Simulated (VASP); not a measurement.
Set up this calculation in VASP 6.6.1, as the native input.

```yaml
Task: single point
Functional: PBEsol
Potentials_or_basis: VASP PAW PBE potentials, release 64 (Hf_pv)
Cutoff: 520 eV
k_mesh: 18 × 18 × 18
Occupations: gaussian, width 0.15 eV
Spin: no spin polarisation
Dipole_correction: no
Further_INCAR_settings: ALGO = Normal; EDIFF = 1e-07; NBANDS = 11
```

The structure of Hf lies in POSCAR:

```
Hf
1.0
   -1.7508500000      1.7508500000      1.8050000000
    1.7508500000     -1.7508500000      1.8050000000
    1.7508500000      1.7508500000     -1.8050000000
Hf
1
Direct
    0.0000000000      0.0000000000      0.0000000000
```

This cell differs from its parent crystal: strain -0.030 along x and y, +0.000 along z.

One way to write it, as run:

INCAR

```
PREC = Accurate
ENCUT = 520
EDIFF = 1E-7
ISMEAR = 0
SIGMA = 0.15
LREAL = F
LASPH = T
NELM = 80
ALGO = Normal
ISIF = 2
LWAVE = F
LCHARG = T
GGA = PS
LELF = T
LVHAR = T
NBANDS = 11
```

KPOINTS

```
Automatic mesh
0
Gamma
  18 18 18
```

Potentials or basis: VASP PAW PBE potentials, release 64 (Hf_pv).

Run with:

```bash
$ cat potpaw_PBE.64/Hf_pv/POTCAR > POTCAR
$ mpirun -np 1 vasp_std > vasp.out
```

It gave:

```yaml
Pressure: -4.2 GPa
Band_gap_on_the_k_mesh: zero (band 5 reaches 5.93 eV, above the bottom of band 6 at 3.79 eV)
```

Caveat: the cell differs from its parent crystal (strain -0.030 along x and y, +0.000 along z); the PAW data sets were made with another functional, which shifts forces and pressure a little; spin-orbit coupling is left out, which moves the levels of the heavy elements.

Run time: 54 s on 1 thread of AMD EPYC 9R45 96-Core Processor (Zen 5), with other jobs on the host, peak memory 0.2 GiB.
